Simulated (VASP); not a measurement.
Write the native input for VASP 6.6.1 that does the following.

```
Task                   : single point
Functional             : PBE
Dispersion             : D3(BJ)
Potentials or basis    : VASP PAW PBE potentials, release 64 (K_sv, C, O)
Cutoff                 : 520 eV
k mesh                 : 4 × 4 × 4
Occupations            : gaussian, width 0.1 eV
Spin                   : collinear spin, ferromagnetic start
Starting moments       : [0.0, 0.0, 0.0, 2.69, 0.12] μB
Dipole correction      : no
Further INCAR settings : ALGO = Normal; EDIFF = 1e-06; NBANDS = 30
```

The structure of K3CO lies in POSCAR:

```
K3CO
1.0
    5.2310620000      0.0000000000      0.0000000000
    0.0000000000      5.2310620000      0.0000000000
    0.0000000000      0.0000000000      5.2310620000
K C O
3 1 1
Direct
    0.0000000000      0.0000000000      0.5000000000
    0.0000000000      0.5000000000      0.0000000000
    0.5000000000      0.0000000000      0.0000000000
    0.5000000000      0.5000000000      0.5000000000
    0.0000000000      0.0000000000      0.0000000000
```

These files were run (other wordings do the same):

INCAR

```
SYSTEM = K3CO
PREC = Accurate
ENCUT = 520
EDIFF = 1E-6
ISMEAR = 0
SIGMA = 0.1
LREAL = .FALSE.
LASPH = .TRUE.
NELM = 150
ALGO = Normal
ISIF = 2
LWAVE = .FALSE.
LCHARG = .FALSE.
ISPIN = 2
MAGMOM = 0 0 0 2.69 0.12
LORBIT = 11
GGA = PE
IVDW = 12
NBANDS = 30
```

KPOINTS

```
regular mesh
0
G
  4 4 4
  0 0 0
```

Potentials or basis: VASP PAW PBE potentials, release 64 (K_sv, C, O).

Launch:

```console
$ cat potpaw_PBE.64/K_sv/POTCAR potpaw_PBE.64/C/POTCAR potpaw_PBE.64/O/POTCAR > POTCAR
$ mpirun -np 1 vasp_std > vasp.out
```

Results of the run:

```
Pressure                                              : -1.0 GPa
Band gap on the k mesh                                : 0.29 eV, indirect (least direct gap 0.36 eV)
Net moment                                            : 3.00 μB per cell
Site moments                                          : K +0.01; C +1.15; O +0.09 μB
Valence electrons inside the program's atomic spheres : K 7.59; C 2.08; O 4.91
Dispersion energy per atom                            : -0.159 eV
```

Wall time 65 s on 1 thread of Intel(R) Xeon(R) Platinum 8375C CPU @ 2.90GHz (Ice Lake), on a shared host, peak memory 0.31 GiB.
